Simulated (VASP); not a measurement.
# Ge (I4_1/amd) in VASP: further runs

Ge is run at these levels: LDA; tasks: single point.

Program: VASP 6.6.1. These are calculated values, not measurements. Logs are shortened: lines on timing, memory, paths and dates and some standing lists are left out, and cuts for length are marked.

## Step 1: The cell of the first run

Symmetry: I4_1/amd, No. 141, tetragonal system. The conventional cell has a = 5.114 Å, b = 5.114 Å, c = 2.776 Å, α = 90.00°, β = 90.00°, γ = 90.00°. Ge (site symmetry -4m2) has 10 Ge at 2.65 to 3.30 Å within 3.5 Å.

## Step 2: Single point, LDA (volume scaled by 0.98)

The input, INCAR:

```
PREC = Accurate
ENCUT = 520
EDIFF = 1E-6
ISMEAR = -1
SIGMA = 0.05
LREAL = F
LASPH = T
NELM = 100
ALGO = Normal
ISIF = 2
LWAVE = F
LCHARG = F
NBANDS = 21
```

The input, KPOINTS:

```
regular mesh
0
Gamma
  11 11 11
```

The input, POSCAR:

```
Ge
1.0
   -2.5572107439      2.5572107439      1.3880337523
    2.5572107439     -2.5572107439      1.3880337523
    2.5572107439      2.5572107439     -1.3880337523
Ge
2
Direct
    0.5000000000      0.5000000000      0.0000000000
    0.2500000000      0.7500000000      0.5000000000
```

Potentials or basis: VASP PAW LDA potentials, release 64 (Ge_d).

Run with:

```
cat potpaw_LDA.64/Ge_d/POTCAR > POTCAR
mpirun -np 1 vasp_std > vasp.out
```

OUTCAR:

```text
PREC = Accurate
   ENCUT = 520
   EDIFF = 1E-6
   ISMEAR = -1
   LREAL = F
   LASPH = T
   NELM = 100
   ISIF = 2

 ion  position               nearest neighbor table
   1  0.500  0.500  0.000-   2 2.65   2 2.65   2 2.65   2 2.65
   2  0.250  0.750  0.500-   1 2.65   1 2.65   1 2.65   1 2.65

  LATTYP: Found a body centered tetragonal cell.
 ALAT       =     5.1144214878
 C/A-ratio  =     0.5427920853

  Lattice vectors:

 A1 = (  -2.5572107439,   2.5572107439,   1.3880337523)
 A2 = (   2.5572107439,  -2.5572107439,   1.3880337523)
 A3 = (   2.5572107439,   2.5572107439,  -1.3880337523)

Analysis of symmetry for initial positions (statically):
=====================================================================
 Subroutine PRICEL returns:
 Original cell was already a primitive cell.

 Routine SETGRP: Setting up the symmetry group for a
 body centered tetragonal supercell.

 Subroutine GETGRP returns: Found 16 space group operations
 (whereof  8 operations were pure point group operations)
 out of a pool of 16 trial point group operations.

The static configuration has the point symmetry D_2d.
 The point group associated with its full space group is D_4h.

Analysis of symmetry for dynamics (positions and initial velocities):
=====================================================================
 Subroutine PRICEL returns:
 Original cell was already a primitive cell.

 Routine SETGRP: Setting up the symmetry group for a
 body centered tetragonal supercell.

 Subroutine GETGRP returns: Found 16 space group operations
 (whereof  8 operations were pure point group operations)
 out of a pool of 16 trial point group operations.

The dynamic configuration has the point symmetry D_2d.
 The point group associated with its full space group is D_4h.

 Subroutine INISYM returns: Found 16 space group operations
 (whereof  8 operations are pure point group operations),
 and found     1 'primitive' translations

----------------------------------------------------------------------------------------

                                     Primitive cell

  volume of cell :      36.3072

  direct lattice vectors                    reciprocal lattice vectors
    -2.557210744  2.557210744  1.388033752     0.000000000  0.195525535  0.360221788
     2.557210744 -2.557210744  1.388033752     0.195525535  0.000000000  0.360221788
     2.557210744  2.557210744 -1.388033752     0.195525535  0.195525535  0.000000000

[... 73 lines left out ...]
 SYSTEM =  unknown system
   PREC   = accura    normal or accurate (medium, high low for compatibility)
   ISTART =      0    job   : 0-new  1-cont  2-samecut
   ICHARG =      2    charge: 1-file 2-atom 10-const
   ISPIN  =      1    spin polarized calculation?
   LNONCOLLINEAR =      F non collinear calculations
   LSORBIT =      F    spin-orbit coupling
   LASPH  =      T    aspherical Exc in radial PAW
   ENCUT  =  520.0 eV  38.22 Ry    6.18 a.u.   7.20  7.20  7.20*2*pi/ulx,y,z
   NELM   =    100;   NELMIN=  2; NELMDL= -5     # of ELM steps
   EDIFF  = 0.1E-05   stopping-criterion for ELM
   LREAL  =      F    real-space projection
   EDIFFG = 0.1E-04   stopping-criterion for IOM
   NSW    =      0    number of steps for IOM
   IBRION =     -1    ionic relax: 0-MD 1-quasi-New 2-CG
   NFREE  =      0    steps in history (QN), initial steepest desc. (CG)
   ISIF   =      2    stress and relaxation
   ISYM   =      2    0-nonsym 1-usesym 2-fastsym
   POTIM  = 0.5000    time-step for ionic-motion
   TEBEG  =    0.0;   TEEND  =   0.0 temperature during run
   PSTRESS=    0.0 pullay stress
   NELECT =      28.0000    total number of electrons
   NUPDOWN=      -1.0000    fix difference up-down
   EMIN   =  10.00;   EMAX   =-10.00  energy-range for DOS
   EFERMI =   0.00;   METHOD = LEGACY
   ISMEAR =    -1;   SIGMA  =   0.05  broadening in eV -4-tet -1-fermi 0-gaus
   EFERMI_NEDOS =   21; number of points for ismear=-14 and -15
   IALGO  =     38    algorithm
   IMIX   =      4    mixing-type and parameters
     AMIX     =   0.40;   BMIX     =  1.00
     AMIX_MAG =   1.60;   BMIX_MAG =  1.00
  volume/ion in A,a.u.               =      18.15       122.51
  Fermi-wavevector in a.u.,A,eV,Ry     =   1.501285  2.837017 30.665583  2.253857
  Thomas-Fermi vector in A             =   2.612675
   LORBIT       =      0    0 simple, 1 ext, 2 COOP (PROOUT), +10 PAW based schemes
   GGA     = CA    functional components
   LHFCALC =     F    Hartree Fock is set to
   AEXX    =    0.0000 exact exchange contribution
   IVDW    =     0    specifies the selected vdW correction
   LEPSILON=     F    determine dielectric tensor
   LRPA    =     F    only Hartree local field effects (RPA)
 non-spin polarized calculation
  energy-cutoff  :      520.00
  volume of cell :       36.31
 maximum number of plane-waves:       989
 NGX is ok and might be reduce to    30
   NGX = 15   NGY = 15   NGZ = 15

 number of electron      28.0000014 magnetization

 Free energy of the ion-electron system (eV)
  ---------------------------------------------------
  ext. energy  EPLUGINS =         0.00000000
  ---------------------------------------------------
  free energy    TOTEN  =       -10.03167799 eV

  energy without entropy =      -10.02372767  energy(sigma->0) =      -10.02770283

 E-fermi :   6.7670     XC(G=0): -11.7090

 val. band max:        6.7530770524   @ k =   0.4545   0.2727   0.0909
 cond. band min:       6.7777436900   @ k =  -0.1818  -0.2727   0.1818
 fundamental gap:      0.0246666376
 Fermi energy:         6.7670215122

 k-point     1 :       0.0000    0.0000    0.0000
  band No.  band energies     occupation
      1     -18.1057      2.00000
      2     -18.0580      2.00000
      3     -18.0259      2.00000
      4     -18.0244      2.00000
      5     -17.9118      2.00000
      6     -17.9118      2.00000
[... 565 lines left out ...]
     20      19.1461      0.00000
     21      19.5714      0.00000

 [... further k-points ...]
[... 5 lines left out ...]
  --------------------------------------------------------------------------------------
  -------------------------------------------------------------------------------------
  Total       -0.1930151     -0.1930151     -0.2358145      0.0000000      0.0000000      0.0000000
  in kB       -8.5174340     -8.5174340    -10.4060991      0.0000000      0.0000000      0.0000000
  external PRESSURE =      -9.1469891 kB  Pullay stress =       0.0000000 kB

 VOLUME and BASIS-vectors are now :
 -----------------------------------------------------------------------------
  energy-cutoff  :      520.00
  volume of cell :       36.31
      direct lattice vectors                 reciprocal lattice vectors
    -2.557210744  2.557210744  1.388033752     0.000000000  0.195525535  0.360221788
     2.557210744 -2.557210744  1.388033752     0.195525535  0.000000000  0.360221788
     2.557210744  2.557210744 -1.388033752     0.195525535  0.195525535  0.000000000

 POSITION                                       TOTAL-FORCE (eV/Angst)
 -----------------------------------------------------------------------------------
      0.00000      0.00000      1.38803         0.000000     -0.000000     -0.000000
      2.55721      0.00000      0.69402        -0.000000      0.000000      0.000000
 -----------------------------------------------------------------------------------
    total drift:                                0.000000     -0.000000      0.000000

  FREE ENERGIE OF THE ION-ELECTRON SYSTEM (eV)
  ---------------------------------------------------
  free  energy   TOTEN  =       -10.0316779945 eV

  energy  without entropy=      -10.0237276712  energy(sigma->0) =      -10.02770283
```

OSZICAR:

```text
N       E                     dE             d eps       ncg     rms          rms(c)
DAV:   1     0.175004297652E+03    0.17500E+03   -0.14127E+04  5984   0.381E+03
DAV:   2     0.134301174284E+02   -0.16157E+03   -0.15662E+03  5322   0.582E+02
DAV:   3    -0.944087551425E+01   -0.22871E+02   -0.22687E+02  6012   0.132E+02
DAV:   4    -0.100653989291E+02   -0.62452E+00   -0.62405E+00  5958   0.254E+01
DAV:   5    -0.100744582648E+02   -0.90593E-02   -0.90591E-02  5932   0.330E+00    0.227E+00
DAV:   6    -0.100451916451E+02    0.29267E-01   -0.21539E-02  7176   0.240E+00    0.125E+00
DAV:   7    -0.100320619826E+02    0.13130E-01   -0.13626E-02  7216   0.161E+00    0.112E-01
DAV:   8    -0.100316783998E+02    0.38358E-03   -0.18896E-03  6571   0.777E-01    0.436E-02
DAV:   9    -0.100316782352E+02    0.16457E-06   -0.43646E-05  6427   0.835E-02    0.102E-02
DAV:  10    -0.100316779945E+02    0.24070E-06   -0.30232E-06  5282   0.261E-02
   1 F= -.10031678E+02 E0= -.10027703E+02  d E =-.795032E-02
```

Wall time 56 s (1 thread of Intel Xeon Platinum 8488C (Sapphire Rapids), shared host); peak memory 0.19 GiB.

Results:

```
Free energy            : -10.0317 eV
Pressure               : -0.9 GPa
Band gap on the k mesh : zero (band 14 reaches 8.50 eV, above the bottom of band 15 at 3.72 eV)
```

[end of part 1 of 2]
